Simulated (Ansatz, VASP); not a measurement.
## AlNi3 in VASP and in Ansatz

The input INCAR:

```
PREC = Accurate ; ENCUT = 600
EDIFF = 1E-6 ; ISMEAR = -1
SIGMA = 0.05 ; LREAL = False
LASPH = True ; NELM = 150
ALGO = Normal ; ISIF = 3
LWAVE = False ; LCHARG = False
ISPIN = 2 ; MAGMOM = 1 1 1 0
LORBIT = 11 ; LMAXMIX = 4
GGA = RP ; IVDW = 12
IBRION = 2 ; NSW = 80
EDIFFG = -0.02
```

Contents of KPOINTS:

```
regular mesh
0
Gamma
  6 6 6
```

POSCAR

```
AlNi3
1.0
    3.5230547267      0.0000000000      0.0000000000
    0.0000000000      3.5230547267      0.0000000000
    0.0000000000      0.0000000000      3.5230547267
Ni Al
3 1
Direct
    0.5000000000      0.5000000000      0.0000000000
    0.5000000000      0.0000000000      0.5000000000
    0.0000000000      0.5000000000      0.5000000000
    0.0000000000      0.0000000000      0.0000000000
```

File input.yaml:

```yaml
crystal:
  lattice:
    - [3.5230547267, 0.0, 0.0]
    - [0.0, 3.5230547267, 0.0]
    - [0.0, 0.0, 3.5230547267]
  atoms:
    - { symbol: Ni, position: [0.5, 0.5, 0.0], spin: 1.0 }
    - { symbol: Ni, position: [0.5, 0.0, 0.5], spin: 1.0 }
    - { symbol: Ni, position: [0.0, 0.5, 0.5], spin: 1.0 }
    - { symbol: Al, position: [0.0, 0.0, 0.0] }
kpoints:
  mp_grid: { grid: [6, 6, 6] }
scf:
  occupations: { method: fermi_dirac, width: 0.05 }
hamiltonian:
  xc: rpbe
  dispersion: d3bj
  pseudopotentials: { kind: all_electron, lapw: { basis_error: 0.002 } }
magnetization:
  spin_polarized: true
output:
  forces: true
  stress: true
relax:
  f_tol: 0.02
  max_steps: 60
  cell: {}
```

Alike in both runs: task relaxation of cell and atoms; functional RPBE; dispersion D3(BJ); k mesh 6 × 6 × 6; occupations fermi-dirac, width 0.05 eV; collinear spin.

|  | VASP | Ansatz |
| --- | --- | --- |
| version | VASP 6.6.1 | Ansatz 0.2.0 |
| potentials or method | VASP PAW PBE potentials, release 64 (Ni, Al), cutoff 600 eV | all-electron LAPW, scalar-relativistic |

```tsv
	VASP	Ansatz	Ansatz less VASP
net moment per atom (μB)	0.16	0.16	+0.006
size of the moment on the site where the two differ most (μB)	0.22	0.24	+0.020
relaxed volume (Å³/atom)	9.85	9.86	+0.008
relaxed length of the cell vector where the two differ most in proportion (Å)	3.403	3.404	+0.0009
```

VASP's potentials were made for PBE, not for RPBE. Site moments also hang on the region over which each program counts them. Ansatz ran all-electron here, and VASP with PAW potentials.

Noted on Ansatz's run: the k mesh is thin for a metal, which can move the energy by tens of meV per atom.
